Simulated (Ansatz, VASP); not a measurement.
## Two plane-wave programs on Ag

The input POSCAR:

```
Ag
1.0
   -1.6764828925      1.6764828925      1.6764828925
    1.6764828925     -1.6764828925      1.6764828925
    1.6764828925      1.6764828925     -1.6764828925
Ag
1
Direct
    0.0000000000      0.0000000000      0.0000000000
```

File INCAR.step1:

```
SYSTEM = Ag
PREC = Accurate
ENCUT = 520
ISMEAR = -1
SIGMA = 0.1
LREAL = .FALSE.
LASPH = .TRUE.
NELM = 60
NBANDS = 12
GGA = PE
ALGO = Normal
EDIFF = 1E-4
LWAVE = .TRUE.
LCHARG = .FALSE.
```

File INCAR.step2:

```
SYSTEM = Ag
PREC = Accurate
ENCUT = 520
EDIFF = 1E-7
ISMEAR = -1
SIGMA = 0.1
LREAL = .FALSE.
LASPH = .TRUE.
NELM = 60
ALGO = Normal
ISIF = 2
LWAVE = .FALSE.
LCHARG = .FALSE.
METAGGA = R2SCAN
LMIXTAU = .TRUE.
NBANDS = 12
ISTART = 1
```

The input KPOINTS:

```
Automatic mesh
0
G
  15 15 15
  0 0 0
```

Input for Ansatz:

```yaml
crystal:
  lattice:
    - [-1.6764828925, 1.6764828925, 1.6764828925]
    - [1.6764828925, -1.6764828925, 1.6764828925]
    - [1.6764828925, 1.6764828925, -1.6764828925]
  atoms:
    - { symbol: Ag, position: [0.0, 0.0, 0.0] }
hamiltonian:
  xc: r2scan
  pseudopotentials:
    kind: paw
    azcp:
      Ag: "pseudopotentials/Ag.paw.azcp"
basis:
  ecutwfc: 500
  fft_grid_basis: typed
kpoints:
  mp_grid: { grid: [15, 15, 15], shift: [0, 0, 0] }
magnetization:
  spin_polarized: false
scf:
  occupations: { method: fermi_dirac, width: 0.1 }
  lower_state_search: "off"
output:
  stress: true
```

Alike in both runs: task single point; functional r2SCAN; k mesh 15 × 15 × 15; occupations fermi-dirac, width 0.1 eV; no spin polarisation.

|  | VASP | Ansatz |
| --- | --- | --- |
| version | VASP 6.6.1 | Ansatz 0.2.0 |
| potentials or method | VASP PAW PBE potentials, release 64 (Ag), cutoff 520 eV | plane waves (500 eV) with PAW, scalar-relativistic |
| valence electrons in the cell | 11 | 19 |

```tsv
	VASP	Ansatz	Ansatz less VASP
pressure (GPa)	-6.4	-6.4	-0.04
```

VASP's potentials were made for PBE, not for r2SCAN. With one functional, cell and mesh, what is left measures potentials, basis and numerics. VASP's potentials hold 11 valence electrons a cell and Ansatz's 19, so a difference there can come from the potentials and not from the codes.
